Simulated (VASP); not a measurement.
Wanted: the native input for a VASP 6.6.1 run.

```
Task                   : single point
Functional             : PBE
Potentials or basis    : VASP PAW PBE potentials, release 64 (Ba_sv, Ta_pv, O)
Cutoff                 : 520 eV
k mesh                 : 12 × 12 × 12
Occupations            : gaussian, width 0.1 eV
Spin                   : no spin polarisation
Dipole correction      : no
Further INCAR settings : ALGO = Normal; EDIFF = 1e-07; NBANDS = 36
```

The structure of BaTa3O2 lies in POSCAR:

```
BaTa3O2
1.0
    2.6872679499      1.5514948743      6.4134369477
   -2.6872679499      1.5514948743      6.4134369477
    0.0000000000     -3.1029897486      6.4134369477
Ba Ta O
1 3 2
Direct
    0.0000000000      0.0000000000      0.0000000000
    0.0000000000      0.5000000000      0.0000000000
    0.5000000000      0.0000000000      0.0000000000
    0.0000000000      0.0000000000      0.5000000000
    0.7573787981      0.7573787981      0.7573787981
    0.2426212019      0.2426212019      0.2426212019
```

The cell was generated, and may not be a known phase.

One way to write it, as run:

INCAR

```
SYSTEM = BaTa3O2
  ALGO = Normal
  EDIFF = 1E-7
  ENCUT = 520
  GGA = PE
  ISIF = 2
  ISMEAR = 0
  LASPH = .TRUE.
  LCHARG = .FALSE.
  LREAL = .FALSE.
  LWAVE = .FALSE.
  NBANDS = 36
  NELM = 60
  PREC = Accurate
  SIGMA = 0.1
```

KPOINTS

```
k-points
0
G
  12 12 12
  0 0 0
```

Potentials or basis: VASP PAW PBE potentials, release 64 (Ba_sv, Ta_pv, O).

Run with:

```bash
$ cat potpaw_PBE.64/Ba_sv/POTCAR potpaw_PBE.64/Ta_pv/POTCAR potpaw_PBE.64/O/POTCAR > POTCAR
$ mpirun -np 1 vasp_std > vasp.out
```

Results of the run:

| Property | Result |
| --- | --- |
| Pressure | 0.3 GPa |
| Largest force | 0.079 eV/Å |
| Band gap on the k mesh | zero (an odd number of electrons rules out a gap without spin polarisation) |

Caveat: spin-orbit coupling is left out, which moves the levels of the heavy elements.

Wall time 22 min on 1 thread of Intel(R) Xeon(R) 6975P-C (Granite Rapids), on a shared host, peak memory 1.1 GiB.
